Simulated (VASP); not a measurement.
A run of VASP 6.6.1:

File INCAR:

```
SYSTEM = Si
  PREC = Accurate
  ENCUT = 500
  EDIFF = 1E-6
  ISMEAR = -1
  SIGMA = 0.05
  LREAL = .FALSE.
  LASPH = .TRUE.
  NELM = 120
  ALGO = Normal
  ISIF = 2
  LWAVE = .FALSE.
  LCHARG = .FALSE.
  GGA = PE
  NBANDS = 11
  GGA_COMPAT = .FALSE.
```

Contents of KPOINTS:

```
Automatic mesh
0
G
  9 9 9
  0 0 0
```

POSCAR

```
Si
1.0
    0.0000000000      2.7353665919      2.7353665919
    2.7353665919      0.0000000000      2.7353665919
    2.7353665919      2.7353665919      0.0000000000
Si
2
Direct
    0.5000000000      0.5000000000      0.5000000000
    0.7500000000      0.7500000000      0.7500000000
```

Potentials or basis: VASP PAW PBE potentials, release 64 (Si).

Run with:

```bash
$ cat potpaw_PBE.64/Si/POTCAR > POTCAR
$ mpirun -np 1 vasp_std > vasp.out
```

Hardware: 1 thread of Intel Xeon 8259CL, on a shared host.

Q: How long does it take, and how much memory?

A: Run time: 19 s on 1 thread of Intel Xeon 8259CL (shared host), peak memory 0.15 GiB. Counts: scf iterations 11, k points 35.
